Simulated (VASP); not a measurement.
Crystal: Pt.

```
CELL_PARAMETERS angstrom
0.00000 1.85858 1.85858
1.85858 0.00000 1.85858
1.85858 1.85858 0.00000
ATOMIC_POSITIONS crystal
Pt 0.00000 0.00000 0.00000
```

* Program: VASP 6.6.1
* Task: relaxation of cell and atoms
* Functional: PBE
* Potentials or basis: VASP PAW PBE potentials, release 64 (Pt)
* Cutoff: 600 eV
* k mesh: 17 × 17 × 17
* Occupations: fermi-dirac, width 0.05 eV
* Spin: no spin polarisation

At the start: pressure 82.9 GPa; volume 12.84 Å³/atom.

Q: Where does the relaxation end?

A: Over 24 steps the energy falls by 583.3 meV/atom and the volume is 15.62 Å³/atom (+21.6 %); space group Fm-3m (No. 225, to 0.05 Å).

The path:
```tsv
step	energy change (eV)	largest force (eV/Å)	pressure (GPa)	volume (Å³)
1	0.0000	0.0000	82.85	12.84
2	1.7597	0.0000	-25.50	29.55
3	0.2672	0.0000	-32.12	21.50
4	-0.4135	0.0000	-22.19	17.74
5	-0.5162	0.0000	21.63	14.54
6	-0.5792	0.0000	-4.41	15.91
7	-0.5832	0.0000	-0.58	15.65
8	-0.5833	0.0000	0.36	15.59
9	-0.5833	0.0000	0.37	15.59
10	-0.5833	0.0000	0.37	15.59
11	-0.5833	0.0000	0.34	15.59
12	-0.5833	0.0000	0.34	15.59
13	-0.5833	0.0000	0.34	15.59
14	-0.5833	0.0000	0.34	15.59
15	-0.5833	0.0000	0.34	15.59
16	-0.5833	0.0000	0.34	15.59
17	-0.5833	0.0000	0.34	15.59
18	-0.5833	0.0000	0.34	15.59
19	-0.5833	0.0000	0.34	15.60
20	-0.5833	0.0000	0.27	15.60
21	-0.5833	0.0000	0.20	15.60
22	-0.5833	0.0000	0.07	15.61
23	-0.5833	0.0000	-0.20	15.63
24	-0.5833	0.0000	-0.02	15.62
```

Final structure:
```xyz
1
Lattice="0.0000 1.9838 1.9838 1.9838 0.0000 1.9838 1.9838 1.9838 0.0000" Properties=species:S:1:pos:R:3 pbc="T T T"
Pt    0.0000    0.0000    0.0000
```

Caveat: the volume moved by over 15 % at a fixed basis, so the end points are rough.
